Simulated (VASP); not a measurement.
# Si2Ni (Fm-3m) in VASP: further runs

The runs below take Si2Ni through single point, relaxation of cell and atoms, with PBE.

All numbers are computed with VASP 6.6.1; they aren't measurements. Logs are shortened: lines on timing, memory, paths and dates and some standing lists are left out, and cuts for length are marked.

## 1. The cell of the first run

It takes space group Fm-3m (No. 225, cubic). Conventional cell: a = 5.447 Å, b = 5.447 Å, c = 5.447 Å, α = 90.00°, β = 90.00°, γ = 90.00°. Si (site symmetry -43m) has 4 Ni at 2.36 Å and 6 Si at 2.72 Å within 3.1 Å. Within 3.1 Å of Ni (site symmetry m-3m) lie 8 Si at 2.36 Å.

## 2. Single point, PBE

File INCAR:

```
SYSTEM = Si2Ni
PREC     = Accurate       ! precision mode
ENCUT    = 520            ! plane-wave cutoff, eV
EDIFF    = 1E-6           ! SCF threshold, eV
ISMEAR   = 0              ! smearing method
SIGMA    = 0.1            ! smearing width, eV
LREAL    = .False.        ! projectors in reciprocal space
LASPH    = .True.         ! aspherical terms in the spheres
NELM     = 60             ! most SCF steps
ALGO     = Normal         ! electronic algorithm
ISIF     = 2              ! what is computed and relaxed
LWAVE    = .False.        ! write WAVECAR
LCHARG   = .False.        ! write CHGCAR
GGA      = PE             ! functional
NBANDS   = 16             ! bands
```

File KPOINTS:

```
Automatic mesh
0
Gamma
  14 14 14
  0 0 0
```

File POSCAR:

```
Si2Ni
1.0
    0.0000000000      2.7234128973      2.7234128973
    2.7234128973      0.0000000000      2.7234128973
    2.7234128973      2.7234128973      0.0000000000
Si Ni
2 1
Direct
    0.2500000000      0.2500000000      0.2500000000
    0.7500000000      0.7500000000      0.7500000000
    0.0000000000      0.0000000000      0.0000000000
```

Potentials or basis: VASP PAW PBE potentials, release 64 (Si, Ni).

Command:

```
> cat potpaw_PBE.64/Si/POTCAR potpaw_PBE.64/Ni/POTCAR > POTCAR
> mpirun -np 1 vasp_std > vasp.out
```

OUTCAR:

```text
SYSTEM = Si2Ni
   PREC = Accurate
   ENCUT = 520
   EDIFF = 1E-6
   ISMEAR = 0
   LREAL = .False.
   LASPH = .True.
   NELM = 60
   ISIF = 2
   GGA = PE

 ion  position               nearest neighbor table
   1  0.250  0.250  0.250-   3 2.36   3 2.36   3 2.36   3 2.36   2 2.72   2 2.72   2 2.72   2 2.72
                             2 2.72   2 2.72
   2  0.750  0.750  0.750-   3 2.36   3 2.36   3 2.36   3 2.36   1 2.72   1 2.72   1 2.72   1 2.72
                             1 2.72   1 2.72
   3  0.000  0.000  0.000-   1 2.36   2 2.36   2 2.36   2 2.36   2 2.36   1 2.36   1 2.36   1 2.36

  LATTYP: Found a face centered cubic cell.
 ALAT       =     5.4468257946

  Lattice vectors:

 A1 = (   0.0000000000,   2.7234128973,   2.7234128973)
 A2 = (   2.7234128973,   0.0000000000,   2.7234128973)
 A3 = (   2.7234128973,   2.7234128973,   0.0000000000)

Analysis of symmetry for initial positions (statically):
=====================================================================
 Subroutine PRICEL returns:
 Original cell was already a primitive cell.

 Routine SETGRP: Setting up the symmetry group for a
 face centered cubic supercell.

 Subroutine GETGRP returns: Found 48 space group operations
 (whereof 48 operations were pure point group operations)
 out of a pool of 48 trial point group operations.

The static configuration has the point symmetry O_h .

Analysis of symmetry for dynamics (positions and initial velocities):
=====================================================================
 Subroutine PRICEL returns:
 Original cell was already a primitive cell.

 Routine SETGRP: Setting up the symmetry group for a
 face centered cubic supercell.

 Subroutine GETGRP returns: Found 48 space group operations
 (whereof 48 operations were pure point group operations)
 out of a pool of 48 trial point group operations.

The dynamic configuration has the point symmetry O_h .

 Subroutine INISYM returns: Found 48 space group operations
 (whereof 48 operations are pure point group operations),
 and found     1 'primitive' translations

----------------------------------------------------------------------------------------

                                     Primitive cell

  volume of cell :      40.3990

  direct lattice vectors                    reciprocal lattice vectors
     0.000000000  2.723412897  2.723412897    -0.183593167  0.183593167  0.183593167
     2.723412897  0.000000000  2.723412897     0.183593167 -0.183593167  0.183593167
     2.723412897  2.723412897  0.000000000     0.183593167  0.183593167 -0.183593167

  length of vectors
     3.851487455  3.851487455  3.851487455     0.317992694  0.317992694  0.317992694

  position of ions in fractional coordinates (direct lattice)
     0.250000000  0.250000000  0.250000000
     0.750000000  0.750000000  0.750000000
     0.000000000  0.000000000  0.000000000

  ion indices of the primitive-cell ions
   primitive index   ion index
                 1           1
                 2           2
                 3           3

----------------------------------------------------------------------------------------

 KPOINTS: Automatic mesh

Automatic generation of k-mesh.
 Grid dimensions read from file:
 generate k-points for:   14   14   14

 Generating k-lattice:

  Cartesian coordinates                     Fractional coordinates (reciprocal lattice)
    -0.013113798  0.013113798  0.013113798     0.071428571  0.000000000  0.000000000
     0.013113798 -0.013113798  0.013113798     0.000000000  0.071428571  0.000000000
     0.013113798  0.013113798 -0.013113798     0.000000000  0.000000000  0.071428571

  Length of vectors
     0.022713764  0.022713764  0.022713764

  Shift w.r.t. Gamma in fractional coordinates (k-lattice)
     0.000000000  0.000000000  0.000000000

 Subroutine IBZKPT returns following result:
 ===========================================

 Found    104 irreducible k-points:

 Following reciprocal coordinates:
            Coordinates               Weight
  0.000000  0.000000  0.000000      1.000000
  0.071429  0.000000  0.000000      8.000000
  0.142857  0.000000  0.000000      8.000000
  0.214286  0.000000  0.000000      8.000000
  0.285714  0.000000  0.000000      8.000000
  0.357143  0.000000  0.000000      8.000000
[... 16 lines left out ...]
  0.214286  0.142857  0.000000     24.000000
  0.285714  0.142857  0.000000     24.000000
 [... further k-points ...]
   k-points           NKPTS =    104   k-points in BZ     NKDIM =    104   number of bands    NBANDS=     16
   number of dos      NEDOS =    301   number of ions     NIONS =      3
   total plane-waves  NPLWV =  27000
   dimension x,y,z NGX =    30 NGY =   30 NGZ =   30
   dimension x,y,z NGXF=    60 NGYF=   60 NGZF=   60
   ions per type =               2   1
   NGX,Y,Z   is equivalent  to a cutoff of  12.95, 12.95, 12.95 a.u.
   NGXF,Y,Z  is equivalent  to a cutoff of  25.90, 25.90, 25.90 a.u.
 SYSTEM =  Si2Ni
   PREC   = accura    normal or accurate (medium, high low for compatibility)
   ISTART =      0    job   : 0-new  1-cont  2-samecut
   ICHARG =      2    charge: 1-file 2-atom 10-const
   ISPIN  =      1    spin polarized calculation?
   LNONCOLLINEAR =      F non collinear calculations
   LSORBIT =      F    spin-orbit coupling
   LASPH  =      T    aspherical Exc in radial PAW
   ENCUT  =  520.0 eV  38.22 Ry    6.18 a.u.   7.16  7.16  7.16*2*pi/ulx,y,z
   NELM   =     60;   NELMIN=  2; NELMDL= -5     # of ELM steps
   EDIFF  = 0.1E-05   stopping-criterion for ELM
   LREAL  =      F    real-space projection
[... 7 lines left out ...]
   TEBEG  =    0.0;   TEEND  =   0.0 temperature during run
   PSTRESS=    0.0 pullay stress
   NELECT =      18.0000    total number of electrons
   NUPDOWN=      -1.0000    fix difference up-down
   EMIN   =  10.00;   EMAX   =-10.00  energy-range for DOS
   EFERMI =   0.00;   METHOD = LEGACY
   ISMEAR =     0;   SIGMA  =   0.10  broadening in eV -4-tet -1-fermi 0-gaus
   EFERMI_NEDOS =   21; number of points for ismear=-14 and -15
   IALGO  =     38    algorithm
   IMIX   =      4    mixing-type and parameters
     AMIX     =   0.40;   BMIX     =  1.00
     AMIX_MAG =   1.60;   BMIX_MAG =  1.00
  volume/ion in A,a.u.               =      13.47        90.88
  Fermi-wavevector in a.u.,A,eV,Ry     =   1.250380  2.362876 21.272046  1.563451
  Thomas-Fermi vector in A             =   2.384377
   LORBIT       =      0    0 simple, 1 ext, 2 COOP (PROOUT), +10 PAW based schemes
   GGA     = PE    functional components
   LHFCALC =     F    Hartree Fock is set to
   AEXX    =    0.0000 exact exchange contribution
   IVDW    =     0    specifies the selected vdW correction
   LEPSILON=     F    determine dielectric tensor
   LRPA    =     F    only Hartree local field effects (RPA)
 non-spin polarized calculation
 Gauss-broadening in eV      SIGMA  =   0.10
  energy-cutoff  :      520.00
  volume of cell :       40.40
 maximum number of plane-waves:      1106
 NGX is ok and might be reduce to    30
   NGX = 15   NGY = 15   NGZ = 15

 number of electron      17.9999991 magnetization

 Free energy of the ion-electron system (eV)
  ---------------------------------------------------
  ext. energy  EPLUGINS =         0.00000000
  ---------------------------------------------------
  free energy    TOTEN  =       -17.37226145 eV

  energy without entropy =      -17.36820464  energy(sigma->0) =      -17.37023305

 E-fermi :  10.1379     XC(G=0): -11.4830

 val. band max:       10.0560733882   @ k =   0.4286   0.2857   0.0000
 cond. band min:      10.1576406539   @ k =  -0.4286   0.4286   0.0714
 fundamental gap:      0.1015672657
 Fermi energy:        10.1379057039

 k-point     1 :       0.0000    0.0000    0.0000
  band No.  band energies     occupation
      1      -3.5163      2.00000
      2       5.0709      2.00000
      3       5.0709      2.00000
      4       5.0709      2.00000
      5       6.7415      2.00000
      6       6.7415      2.00000
[... 8 lines left out ...]
     15      14.7993      0.00000
     16      14.7993      0.00000

 k-point     2 :       0.0714    0.0000    0.0000
  band No.  band energies     occupation
      1      -3.4420      2.00000
      2       4.9092      2.00000
      3       5.0948      2.00000
      4       5.0948      2.00000
      5       6.7274      2.00000
      6       6.7274      2.00000
[... 8 lines left out ...]
     15      14.5130      0.00000
     16      14.6695      0.00000

 k-point     3 :       0.1429    0.0000    0.0000
  band No.  band energies     occupation
      1      -3.2196      2.00000
      2       4.4535      2.00000
      3       5.1621      2.00000
      4       5.1621      2.00000
      5       6.6936      2.00000
      6       6.6936      2.00000
[... 8 lines left out ...]
     15      14.4023      0.00000
     16      14.7432      0.00000

 k-point     4 :       0.2143    0.0000    0.0000
  band No.  band energies     occupation
      1      -2.8522      2.00000
      2       3.7613      2.00000
      3       5.2587      2.00000
      4       5.2587      2.00000
      5       6.6650      2.00000
      6       6.6650      2.00000
[... 8 lines left out ...]
     15      15.0861      0.00000
     16      15.7084      0.00000
[... 324 lines left out ...]
 k-point    22 :       0.1429    0.1429    0.0000
  band No.  band energies     occupation
      1      -3.1209      2.00000
      2       4.5083      2.00000
      3       5.1080      2.00000
      4       5.1080      2.00000
      5       6.4880      2.00000
      6       6.8125      2.00000
[... 8 lines left out ...]
     15      15.5196      0.00000
     16      15.5196      0.00000

 k-point    23 :       0.2143    0.1429    0.0000
  band No.  band energies     occupation
      1      -2.8513      2.00000
      2       4.1239      2.00000
      3       5.1498      2.00000
      4       5.1759      2.00000
      5       6.3443      2.00000
      6       6.8393      2.00000
[... 8 lines left out ...]
     15      16.1984      0.00000
     16      16.2886      0.00000

 k-point    24 :       0.2857    0.1429    0.0000
  band No.  band energies     occupation
      1      -2.4393      2.00000
      2       3.4941      2.00000
      3       5.2254      2.00000
      4       5.2711      2.00000
      5       6.2193      2.00000
      6       6.8669      2.00000
[... 8 lines left out ...]
     15      17.1623      0.00000
     16      17.3743      0.00000

 [... further k-points ...]
[... 5 lines left out ...]
  --------------------------------------------------------------------------------------
  -------------------------------------------------------------------------------------
  Total       -0.0350062     -0.0350062     -0.0350062      0.0000000     -0.0000000      0.0000000
  in kB       -1.3883044     -1.3883044     -1.3883044      0.0000000     -0.0000000      0.0000000
  external PRESSURE =      -1.3883044 kB  Pullay stress =       0.0000000 kB

 VOLUME and BASIS-vectors are now :
 -----------------------------------------------------------------------------
  energy-cutoff  :      520.00
  volume of cell :       40.40
      direct lattice vectors                 reciprocal lattice vectors
     0.000000000  2.723412897  2.723412897    -0.183593167  0.183593167  0.183593167
     2.723412897  0.000000000  2.723412897     0.183593167 -0.183593167  0.183593167
     2.723412897  2.723412897  0.000000000     0.183593167  0.183593167 -0.183593167

 POSITION                                       TOTAL-FORCE (eV/Angst)
 -----------------------------------------------------------------------------------
      1.36171      1.36171      1.36171        -0.000000     -0.000000      0.000000
      4.08512      4.08512      4.08512         0.000000      0.000000     -0.000000
      0.00000      0.00000      0.00000        -0.000000     -0.000000     -0.000000
 -----------------------------------------------------------------------------------
    total drift:                                0.000000     -0.000000     -0.000000

  FREE ENERGIE OF THE ION-ELECTRON SYSTEM (eV)
  ---------------------------------------------------
  free  energy   TOTEN  =       -17.3722614505 eV

  energy  without entropy=      -17.3682046429  energy(sigma->0) =      -17.37023305
```

Run time: 36 s. Hardware: 1 thread of Intel Xeon Platinum 8559C (Emerald Rapids), shared host; peak memory 0.21 GiB.

What came out:

```yaml
Free_energy: -17.3723 eV
Pressure: -0.1 GPa
Band_gap_on_the_k_mesh: zero (band 9 reaches 11.80 eV, above the bottom of band 10 at 9.65 eV)
```

Levels at points of the mesh, in eV from the Fermi level:
```csv
k point,band 6,band 7,band 8,band 9,band 10,band 11,band 12,band 13
"(0.00, 0.00, 0.00)",-3.40,-0.49,1.66,1.66,1.66,2.31,2.31,2.31
"(0.50, 0.00, 0.00)",-3.22,-3.22,-1.40,-1.40,1.74,1.78,1.78,2.47
"(0.50, 0.50, 0.00)",-3.49,-3.49,-3.33,-3.01,-0.46,1.45,7.73,8.11
```

Spin polarisation is off, so any magnetic state and its effect on volume and gap are missing.

## 3. Relaxation of cell and atoms, PBE

This run uses another cell than the first one, of 13.09 Å³/atom, 0.972 times its volume.

File INCAR:

```
SYSTEM = Si2Ni
PREC = Accurate ; ENCUT = 600
EDIFF = 1E-6 ; ISMEAR = 0
SIGMA = 0.1 ; LREAL = .False.
LASPH = .True. ; NELM = 60
ALGO = Normal ; ISIF = 3
LWAVE = .False. ; LCHARG = .False.
GGA = PE ; IBRION = 2
NSW = 100 ; EDIFFG = -0.005
```

KPOINTS is that of step 2.

File POSCAR:

```
Si2Ni
1.0
    0.0000000000      2.6975000000      2.6975000000
    2.6975000000      0.0000000000      2.6975000000
    2.6975000000      2.6975000000      0.0000000000
Si Ni
2 1
Direct
    0.2500000000      0.2500000000      0.2500000000
    0.7500000000      0.7500000000      0.7500000000
    0.0000000000      0.0000000000      0.0000000000
```

Potentials or basis: VASP PAW PBE potentials, release 64 (Si, Ni).

Command:

```
> cat potpaw_PBE.64/Si/POTCAR potpaw_PBE.64/Ni/POTCAR > POTCAR
> mpirun -np 1 vasp_std > vasp.out
```

Run time: 2 min. Hardware: 1 thread of Intel Xeon Platinum 8559C (Emerald Rapids), shared host; peak memory 0.22 GiB.

The run converged. Its results:

| Property | Result |
| --- | --- |
| Free energy | -17.3719 eV |
| Relaxed volume | 13.47 Å³/atom |
| Relaxed cell | a = 3.852 Å, b = 3.852 Å, c = 3.852 Å, α = 60.00°, β = 60.00°, γ = 60.00° |
| Space group after relaxing (to 0.05 Å) | Fm-3m (No. 225) |
| Energy gained by relaxing | 5.0 meV/atom |
| Ionic steps | 7 |
| Pressure after relaxing | 0.0 GPa |
| Band gap on the k mesh | zero (band 9 reaches 11.79 eV, above the bottom of band 10 at 9.65 eV) |

Step by step:
```
step  energy change (eV)  largest force (eV/Å)  pressure (GPa)  volume (Å³)
   1              0.0000                0.0000            4.20        39.26
   2             -0.0072                0.0000           -2.96        41.24
   3             -0.0150                0.0000            0.10        40.41
   4             -0.0150                0.0000           -0.12        40.43
   5             -0.0150                0.0000            0.08        40.38
   6             -0.0150                0.0000            0.11        40.39
   7             -0.0150                0.0000           -0.04        40.41
```

Final structure:
```
Si Ni
1.0
     0.00000    2.72362    2.72362
     2.72362    0.00000    2.72362
     2.72362    2.72362    0.00000
Si Ni
2 1
Direct
  0.25000 0.25000 0.25000
  0.75000 0.75000 0.75000
  0.00000 0.00000 0.00000
```

Levels at points of the mesh, in eV from the Fermi level:
```csv
k point,band 7,band 8,band 9,band 10,band 11,band 12
"(0.00, 0.00, 0.00)",-0.49,1.66,1.66,1.66,2.31,2.31
"(0.50, 0.00, 0.00)",-3.22,-1.40,-1.40,1.74,1.78,1.78
"(0.50, 0.50, 0.00)",-3.49,-3.33,-3.01,-0.46,1.45,7.73
```
